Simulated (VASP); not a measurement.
Here is a VASP 6.6.1 calculation.

File INCAR:

```
ALGO = Normal ; EDIFF = 1E-6
ENCUT = 520 ; GGA = PE
ISIF = 2 ; ISMEAR = 0
ISPIN = 2 ; LASPH = True
LCHARG = True ; LELF = True
LORBIT = 11 ; LREAL = Auto
LVHAR = True ; LWAVE = False
MAGMOM = 0 0 0 0 0 0 0 0 0 0 0 0 0 0 0 0 0 0 0 0 0 0 0 0 0 0 0 0 0.06 0 0 0 0 0 0 ; NBANDS = 120
NELECT = 185.0 ; NELM = 150
PREC = Accurate ; SIGMA = 0.02
```

Contents of KPOINTS:

```
k-points
0
Gamma
  2 2 1
```

File POSCAR:

```
Si12O23
1.0
   -2.4457500000      4.2361630000      5.3885000000
    4.8915000000      0.0000000000      5.3885000000
    4.8915000000      8.4723270000      0.0000000000
Si O
12 23
Direct
    0.0926538593      0.5764419930      0.9487020684
    0.3838285867      0.9632151175      0.0332466562
    0.0252667432     -0.0309390082      0.2591352951
    0.0957722283      0.5514347867      0.4599386013
    0.4017397553      0.9341641141      0.5329678509
    0.0011194026      0.0061672264      0.7663227621
    0.6102026542      0.0730934393      0.1979250911
    0.9117712828      0.4249109108      0.2754116109
    0.5014581533      0.4911167748      0.5202194775
    0.6012006641      0.0661175135      0.7019236853
    0.8846858905      0.4380926193      0.7910169619
    0.4788527448      0.5096830259      0.0285803086
    0.3085321603      0.4502094189      0.9897013510
    0.9150356042      0.5409799845      0.1016595594
    0.9868220185      0.1828695469      0.2889576946
    0.5654052720      1.0005622514      0.0728559116
    0.5792800357      0.3182105461      0.1487603519
    0.3180816700      0.4473549079      0.4852707171
    0.9146075186      0.5094167924      0.6101016250
    0.9113091652      0.1947854808      0.8440088340
    0.1779859791      0.0485457088      0.6120942193
    0.5747974090      0.9836143940      0.5769230205
    0.5781137190      0.3062754431      0.6528077887
    0.8426586352      0.9560391472      0.2057660980
    0.4423657465      0.0139649578      0.3510748101
    0.4259981585      0.6932606334      0.5786743551
    0.6851559393      0.5006070745      0.3688620329
    0.0733728268      0.4755350325      0.3296910926
    0.0712322396      0.7970292432      0.4048254538
    0.8211021369      0.9549739511      0.7319792435
    0.4192098908      0.0186486970      0.8548290890
    0.3272398675      0.7439432076      0.1086204040
    0.6616000851      0.5558485555      0.8785610138
    0.0631518955      0.4880792449      0.8280249661
    0.0949361581      0.8114561589      0.8856218557
```

Potentials or basis: VASP PAW PBE potentials, release 64 (Si, O).

Run with:

```bash
$ cat potpaw_PBE.64/Si/POTCAR potpaw_PBE.64/O/POTCAR > POTCAR
$ mpirun -np 1 vasp_std > vasp.out
```

(1) Predict the largest force.

(2) What does it give for the site moments?

Results:

(1) 2.995 eV/Å.

(2) Si -0.00, +0.11, +0.08, +0.00, +0.02 (each value once); O +0.01, +0.00, +0.07, +0.05, +0.02, +0.03 (each value once) μB.

Caveat: the k points lie up to 0.71 Å⁻¹ apart; the cell carries a net charge on a neutralising background, which shifts energy and pressure.
